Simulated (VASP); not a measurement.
# AgCl (Fm-3m) in VASP: further runs

The runs below take AgCl through single point, with PBEsol.

Program: VASP 6.6.1. These are calculated values, not measurements. Logs are shortened: lines on timing, memory, paths and dates and some standing lists are left out, and cuts for length are marked.

## Step 1: The cell of the first run

It takes space group Fm-3m (No. 225, cubic). The conventional cell has a = 5.546 Å, b = 5.546 Å, c = 5.546 Å, α = 90.00°, β = 90.00°, γ = 90.00°. Within 3.7 Å of Ag (site symmetry m-3m) lie 6 Cl at 2.77 Å. Within 3.7 Å of Cl (site symmetry m-3m) lie 6 Ag at 2.77 Å.

## Step 2: Single point, PBEsol

INCAR

```
ALGO = Normal ; EDIFF = 1E-6
ENCUT = 500 ; GGA = PS
GGA_COMPAT = False ; ISIF = 2
ISMEAR = -5 ; LASPH = True
LCHARG = False ; LREAL = False
LWAVE = False ; NBANDS = 16
NELM = 120 ; PREC = Accurate
SIGMA = 0.1
```

KPOINTS

```
k-points
0
Gamma
  6 6 6
```

POSCAR

```
AgCl
1.0
    0.0000000000      2.7731725637      2.7731725637
    2.7731725637      0.0000000000      2.7731725637
    2.7731725637      2.7731725637      0.0000000000
Ag Cl
1 1
Direct
    0.0000000000      0.0000000000      0.0000000000
    0.5000000000      0.5000000000      0.5000000000
```

Potentials or basis: VASP PAW PBE potentials, release 64 (Ag, Cl).

Command:

```console
$ cat potpaw_PBE.64/Ag/POTCAR potpaw_PBE.64/Cl/POTCAR > POTCAR
$ mpirun -np 1 vasp_std > vasp.out
```

OUTCAR:

```text
EDIFF = 1E-6
   ENCUT = 500
   GGA = PS
   ISIF = 2
   ISMEAR = -5
   LASPH = True
   LREAL = False
   NELM = 120
   PREC = Accurate

 ion  position               nearest neighbor table
   1  0.000  0.000  0.000-   2 2.77   2 2.77   2 2.77   2 2.77   2 2.77   2 2.77
   2  0.500  0.500  0.500-   1 2.77   1 2.77   1 2.77   1 2.77   1 2.77   1 2.77

  LATTYP: Found a face centered cubic cell.
 ALAT       =     5.5463451274

  Lattice vectors:

 A1 = (   0.0000000000,   2.7731725637,   2.7731725637)
 A2 = (   2.7731725637,   0.0000000000,   2.7731725637)
 A3 = (   2.7731725637,   2.7731725637,   0.0000000000)

Analysis of symmetry for initial positions (statically):
=====================================================================
 Subroutine PRICEL returns:
 Original cell was already a primitive cell.

 Routine SETGRP: Setting up the symmetry group for a
 face centered cubic supercell.

 Subroutine GETGRP returns: Found 48 space group operations
 (whereof 48 operations were pure point group operations)
 out of a pool of 48 trial point group operations.

The static configuration has the point symmetry O_h .

Analysis of symmetry for dynamics (positions and initial velocities):
=====================================================================
 Subroutine PRICEL returns:
 Original cell was already a primitive cell.

 Routine SETGRP: Setting up the symmetry group for a
 face centered cubic supercell.

 Subroutine GETGRP returns: Found 48 space group operations
 (whereof 48 operations were pure point group operations)
 out of a pool of 48 trial point group operations.

The dynamic configuration has the point symmetry O_h .

 Subroutine INISYM returns: Found 48 space group operations
 (whereof 48 operations are pure point group operations),
 and found     1 'primitive' translations

----------------------------------------------------------------------------------------

                                     Primitive cell

  volume of cell :      42.6541

  direct lattice vectors                    reciprocal lattice vectors
     0.000000000  2.773172564  2.773172564    -0.180298913  0.180298913  0.180298913
     2.773172564  0.000000000  2.773172564     0.180298913 -0.180298913  0.180298913
     2.773172564  2.773172564  0.000000000     0.180298913  0.180298913 -0.180298913

  length of vectors
     3.921858250  3.921858250  3.921858250     0.312286879  0.312286879  0.312286879

  position of ions in fractional coordinates (direct lattice)
     0.000000000  0.000000000  0.000000000
     0.500000000  0.500000000  0.500000000

  ion indices of the primitive-cell ions
   primitive index   ion index
                 1           1
                 2           2

----------------------------------------------------------------------------------------

 KPOINTS: k-points

Automatic generation of k-mesh.
 Grid dimensions read from file:
 generate k-points for:    6    6    6

 Generating k-lattice:

  Cartesian coordinates                     Fractional coordinates (reciprocal lattice)
    -0.030049819  0.030049819  0.030049819     0.166666667  0.000000000  0.000000000
     0.030049819 -0.030049819  0.030049819     0.000000000  0.166666667  0.000000000
     0.030049819  0.030049819 -0.030049819     0.000000000  0.000000000  0.166666667

  Length of vectors
     0.052047813  0.052047813  0.052047813

  Shift w.r.t. Gamma in fractional coordinates (k-lattice)
     0.000000000  0.000000000  0.000000000

 TETIRR: Found     35 inequivalent tetrahedra from     1296

 Subroutine IBZKPT returns following result:
 ===========================================

 Found     16 irreducible k-points:

 Following reciprocal coordinates:
            Coordinates               Weight
  0.000000  0.000000  0.000000      1.000000
  0.166667  0.000000  0.000000      8.000000
  0.333333  0.000000  0.000000      8.000000
  0.500000  0.000000  0.000000      4.000000
  0.166667  0.166667  0.000000      6.000000
  0.333333  0.166667  0.000000     24.000000
[... 8 lines left out ...]
 -0.333333  0.333333  0.166667     24.000000
 -0.333333  0.500000  0.166667     12.000000
   k-points           NKPTS =     16   k-points in BZ     NKDIM =     16   number of bands    NBANDS=     16
   number of dos      NEDOS =    301   number of ions     NIONS =      2
   total plane-waves  NPLWV =  27000
   dimension x,y,z NGX =    30 NGY =   30 NGZ =   30
   dimension x,y,z NGXF=    60 NGYF=   60 NGZF=   60
   ions per type =               1   1
   NGX,Y,Z   is equivalent  to a cutoff of  12.72, 12.72, 12.72 a.u.
   NGXF,Y,Z  is equivalent  to a cutoff of  25.43, 25.43, 25.43 a.u.
 SYSTEM =  unknown system
   PREC   = accura    normal or accurate (medium, high low for compatibility)
   ISTART =      0    job   : 0-new  1-cont  2-samecut
   ICHARG =      2    charge: 1-file 2-atom 10-const
   ISPIN  =      1    spin polarized calculation?
   LNONCOLLINEAR =      F non collinear calculations
   LSORBIT =      F    spin-orbit coupling
   LASPH  =      T    aspherical Exc in radial PAW
   ENCUT  =  500.0 eV  36.75 Ry    6.06 a.u.   7.15  7.15  7.15*2*pi/ulx,y,z
   NELM   =    120;   NELMIN=  2; NELMDL= -5     # of ELM steps
   EDIFF  = 0.1E-05   stopping-criterion for ELM
   LREAL  =      F    real-space projection
   EDIFFG = 0.1E-04   stopping-criterion for IOM
   NSW    =      0    number of steps for IOM
   IBRION =     -1    ionic relax: 0-MD 1-quasi-New 2-CG
   NFREE  =      0    steps in history (QN), initial steepest desc. (CG)
   ISIF   =      2    stress and relaxation
   ISYM   =      2    0-nonsym 1-usesym 2-fastsym
   POTIM  = 0.5000    time-step for ionic-motion
   TEBEG  =    0.0;   TEEND  =   0.0 temperature during run
   PSTRESS=    0.0 pullay stress
   NELECT =      18.0000    total number of electrons
   NUPDOWN=      -1.0000    fix difference up-down
   EMIN   =  10.00;   EMAX   =-10.00  energy-range for DOS
   EFERMI =   0.00;   METHOD = LEGACY
   ISMEAR =    -5;   SIGMA  =   0.10  broadening in eV -4-tet -1-fermi 0-gaus
   EFERMI_NEDOS =   21; number of points for ismear=-14 and -15
   IALGO  =     38    algorithm
   IMIX   =      4    mixing-type and parameters
     AMIX     =   0.40;   BMIX     =  1.00
     AMIX_MAG =   1.60;   BMIX_MAG =  1.00
  volume/ion in A,a.u.               =      21.33       143.92
  Fermi-wavevector in a.u.,A,eV,Ry     =   1.227945  2.320479 20.515517  1.507848
  Thomas-Fermi vector in A             =   2.362889
   LORBIT       =      0    0 simple, 1 ext, 2 COOP (PROOUT), +10 PAW based schemes
   GGA     = PS    functional components
   LHFCALC =     F    Hartree Fock is set to
   AEXX    =    0.0000 exact exchange contribution
   IVDW    =     0    specifies the selected vdW correction
   LEPSILON=     F    determine dielectric tensor
   LRPA    =     F    only Hartree local field effects (RPA)
 non-spin polarized calculation
 Fermi weights with tetrahedron method with Bloechl corrections
  energy-cutoff  :      500.00
  volume of cell :       42.65
 maximum number of plane-waves:      1106
 NGX is ok and might be reduce to    30
   NGX = 15   NGY = 15   NGZ = 15

 number of electron      18.0000005 magnetization

 Free energy of the ion-electron system (eV)
  ---------------------------------------------------
  ext. energy  EPLUGINS =         0.00000000
  ---------------------------------------------------
  free energy    TOTEN  =        -6.04058337 eV

  energy without entropy =       -6.04058337  energy(sigma->0) =       -6.04058337

 E-fermi :   3.7196     XC(G=0): -10.2152

 val. band max:        3.7133884672   @ k =   0.5000   0.0000   0.0000
 cond. band min:       4.4431080258   @ k =   0.0000   0.0000   0.0000
 fundamental gap:      0.7297195586
 Fermi energy:         3.7195769426

 k-point     1 :       0.0000    0.0000    0.0000
  band No.  band energies     occupation
      1     -11.4288      2.00000
      2       1.2385      2.00000
      3       1.2385      2.00000
      4       1.2385      2.00000
      5       1.2778      2.00000
      6       1.2778      2.00000
[... 8 lines left out ...]
     15      16.8736      0.00000
     16      16.8736      0.00000

 k-point     2 :       0.1667    0.0000    0.0000
  band No.  band energies     occupation
      1     -11.3229      2.00000
      2       0.1677      2.00000
      3       0.3795      2.00000
      4       0.3795      2.00000
      5       1.3313      2.00000
      6       1.3313      2.00000
[... 8 lines left out ...]
     15      15.5921      0.00000
     16      16.1703      0.00000

 k-point     3 :       0.3333    0.0000    0.0000
  band No.  band energies     occupation
      1     -11.0968      2.00000
      2      -1.1009      2.00000
      3      -0.2561      2.00000
      4      -0.2561      2.00000
      5       1.5174      2.00000
      6       1.5174      2.00000
[... 8 lines left out ...]
     15      16.4654      0.00000
     16      16.4654      0.00000

 k-point     4 :       0.5000    0.0000    0.0000
  band No.  band energies     occupation
      1     -10.9755      2.00000
      2      -1.6066      2.00000
      3      -0.4790      2.00000
      4      -0.4790      2.00000
      5       1.6147      2.00000
      6       1.6147      2.00000
[... 8 lines left out ...]
     15      17.3911      0.00000
     16      17.3911      0.00000
[... 172 lines left out ...]
 k-point    14 :       0.5000    0.3333    0.1667
  band No.  band energies     occupation
      1     -10.9992      2.00000
      2      -1.0128      2.00000
      3      -0.2726      2.00000
      4       0.0303      2.00000
      5       1.4339      2.00000
      6       1.6171      2.00000
[... 8 lines left out ...]
     15      18.1510      0.00000
     16      19.6635      0.00000

 k-point    15 :      -0.3333    0.3333    0.1667
  band No.  band energies     occupation
      1     -10.9360      2.00000
      2      -0.9148      2.00000
      3      -0.3800      2.00000
      4      -0.3172      2.00000
      5       1.5412      2.00000
      6       1.6197      2.00000
[... 8 lines left out ...]
     15      17.1445      0.00000
     16      18.8726      0.00000

 k-point    16 :      -0.3333    0.5000    0.1667
  band No.  band energies     occupation
      1     -10.9315      2.00000
      2      -0.5320      2.00000
      3      -0.3353      2.00000
      4      -0.0453      2.00000
      5       1.5127      2.00000
      6       1.7236      2.00000
[... 8 lines left out ...]
     15      17.9264      0.00000
     16      18.8455      0.00000

------------------------ aborting loop because EDIFF is reached ----------------------------------------

  FORCE on cell =-STRESS in cart. coord.  units (eV):
  Direction    XX          YY          ZZ          XY          YZ          ZX
  --------------------------------------------------------------------------------------
  -------------------------------------------------------------------------------------
  Total       -0.7259661     -0.7259661     -0.7259661      0.0000000      0.0000000     -0.0000000
  in kB      -27.2688130    -27.2688130    -27.2688130      0.0000000      0.0000000     -0.0000000
  external PRESSURE =     -27.2688130 kB  Pullay stress =       0.0000000 kB

 VOLUME and BASIS-vectors are now :
 -----------------------------------------------------------------------------
  energy-cutoff  :      500.00
  volume of cell :       42.65
      direct lattice vectors                 reciprocal lattice vectors
     0.000000000  2.773172564  2.773172564    -0.180298913  0.180298913  0.180298913
     2.773172564  0.000000000  2.773172564     0.180298913 -0.180298913  0.180298913
     2.773172564  2.773172564  0.000000000     0.180298913  0.180298913 -0.180298913

 POSITION                                       TOTAL-FORCE (eV/Angst)
 -----------------------------------------------------------------------------------
      0.00000      0.00000      0.00000         0.000000      0.000000      0.000000
      2.77317      2.77317      2.77317         0.000000     -0.000000     -0.000000
 -----------------------------------------------------------------------------------
    total drift:                               -0.000000      0.000000      0.000000

  FREE ENERGIE OF THE ION-ELECTRON SYSTEM (eV)
  ---------------------------------------------------
  free  energy   TOTEN  =        -6.0405833730 eV

  energy  without entropy=       -6.0405833730  energy(sigma->0) =       -6.04058337
```

It took 11 s on 1 thread of Intel Xeon Platinum 8259CL at 2.50GHz (Skylake/Cascade Lake), shared host; peak memory 0.16 GiB.

What came out:

```
Free energy            : -6.0406 eV
Pressure               : -2.7 GPa
Band gap on the k mesh : 0.73 eV (least direct gap 3.06 eV)
```

Caveat: the PAW data sets were made with another functional, which shifts forces and pressure a little. A k mesh can miss the band edges.

## Step 3: Single point, PBEsol

INCAR

```
SYSTEM = AgCl
  PREC = Accurate
  ENCUT = 500
  EDIFF = 1E-6
  ISMEAR = 0
  SIGMA = 0.01
  LREAL = .FALSE.
  LASPH = .TRUE.
  NELM = 120
  ALGO = Normal
  ISIF = 2
  LWAVE = .FALSE.
  LCHARG = .FALSE.
  GGA = PS
  NBANDS = 16
  ISYM = 0
  GGA_COMPAT = .FALSE.
```

KPOINTS

```
Automatic mesh
0
Gamma
  6 6 6
  0.5 0.5 0.5
```

POSCAR is that of step 2.

Potentials or basis: VASP PAW PBE potentials, release 64 (Ag, Cl).

Command:

```console
$ cat potpaw_PBE.64/Ag/POTCAR potpaw_PBE.64/Cl/POTCAR > POTCAR
$ mpirun -np 1 vasp_std > vasp.out
```

It took 3.7 min on 1 thread of Intel Xeon Platinum 8259CL at 2.50GHz (Skylake/Cascade Lake), shared host; peak memory 0.38 GiB.

Results (log left out):

* Free energy: -6.0412 eV
* Pressure: -2.7 GPa
* Band gap on the k mesh: 1.19 eV (least direct gap 2.94 eV)

Levels at points of the mesh, in eV from the valence-band top:
```tsv
k point	band 5	band 6	band 7	band 8	band 9	band 10	band 11	band 12	band 13	band 14
(0.08, 0.08, 0.08)	-2.34	-2.34	-2.13	-1.74	-1.74	1.19	10.03	10.74	10.74	12.33
```

Caveat: the PAW data sets were made with another functional, which shifts forces and pressure a little; a shifted mesh leaves out Γ, where band edges can lie. A k mesh can miss the band edges.
